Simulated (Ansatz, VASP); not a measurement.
TiCo3 in VASP and in Ansatz

File POSCAR:

```
TiCo3
1.0
    3.4758575964      0.0000000000      0.0000000000
    0.0000000000      3.4758575964      0.0000000000
    0.0000000000      0.0000000000      3.4758575964
Ti Co
1 3
Direct
    0.0000000000      0.0000000000      0.0000000000
    0.0000000000      0.5000000000      0.5000000000
    0.5000000000      0.0000000000      0.5000000000
    0.5000000000      0.5000000000      0.0000000000
```

The input INCAR.step1:

```
  PREC = Accurate
  ENCUT = 520
  ISMEAR = 0
  SIGMA = 0.1
  LREAL = F
  LASPH = T
  NELM = 150
  ISPIN = 2
  MAGMOM = -0.7 1.46 1.46 1.46
  LMAXMIX = 4
  NBANDS = 32
  GGA = PE
  ALGO = Normal
  EDIFF = 1E-4
  LWAVE = T
  LCHARG = F
```

The input INCAR.step2:

```
  PREC = Accurate
  ENCUT = 520
  EDIFF = 1E-6
  ISMEAR = 0
  SIGMA = 0.1
  LREAL = F
  LASPH = T
  NELM = 150
  ALGO = Normal
  ISIF = 2
  LWAVE = F
  LCHARG = T
  ISPIN = 2
  MAGMOM = -0.7 1.46 1.46 1.46
  LORBIT = 11
  LMAXMIX = 4
  METAGGA = R2SCAN
  LMIXTAU = T
  LELF = T
  LVHAR = T
  NBANDS = 32
  ISTART = 1
```

The input KPOINTS:

```
regular mesh
0
Gamma
  12 12 12
```

Input for Ansatz:

```yaml
crystal:
  lattice:
    - [3.4758575964, 0.0, 0.0]
    - [0.0, 3.4758575964, 0.0]
    - [0.0, 0.0, 3.4758575964]
  atoms:
    - { symbol: Ti, position: [0.0, 0.0, 0.0], spin: -0.7 }
    - { symbol: Co, position: [0.0, 0.5, 0.5], spin: 1.46 }
    - { symbol: Co, position: [0.5, 0.0, 0.5], spin: 1.46 }
    - { symbol: Co, position: [0.5, 0.5, 0.0], spin: 1.46 }
basis:
  ecutwfc: 500
kpoints:
  mp_grid: { grid: [12, 12, 12] }
hamiltonian:
  xc: r2scan
scf:
  occupations: { method: gaussian, width: 0.1 }
output:
  forces: true
  stress: true
  eigenvalues: true
  populations: true
magnetization:
  spin_polarized: true
```

Alike in both runs: task single point; functional r2SCAN; k mesh 12 × 12 × 12; occupations gaussian, width 0.1 eV; collinear spin.

```csv
,VASP,Ansatz
version,VASP 6.6.1,Ansatz 0.2.0
potentials or method,"VASP PAW PBE potentials, release 64 (Ti_sv, Co), cutoff 520 eV","scalar-relativistic, plane waves, PAW"
valence electrons in the cell,39,63
```

VASP gave:

| Property | Result |
| --- | --- |
| gap on the k mesh at the Fermi level (eV) | none |
| pressure (GPa) | 15.2 |
| net moment per atom (μB) | 0.00 |
| size of the moment on the site where the two differ most (μB) | 0.00 |

Question: Estimate Ansatz's values.

Answer: gap on the k mesh at the Fermi level (eV): none; pressure (GPa): 23.8; net moment per atom (μB): 0.70; size of the moment on the site where the two differ most (μB): 1.24.

The net moments are unlike, so the other rows may belong to different states. VASP's potentials were made for PBE, not for r2SCAN. Site moments also hang on the region over which each program counts them. A gap of «none» marks a metal or a gap that the smearing closes. VASP's potentials hold 39 valence electrons a cell and Ansatz's 63, so a difference there can come from the potentials and not from the codes. Ansatz's warnings: stability check not made.
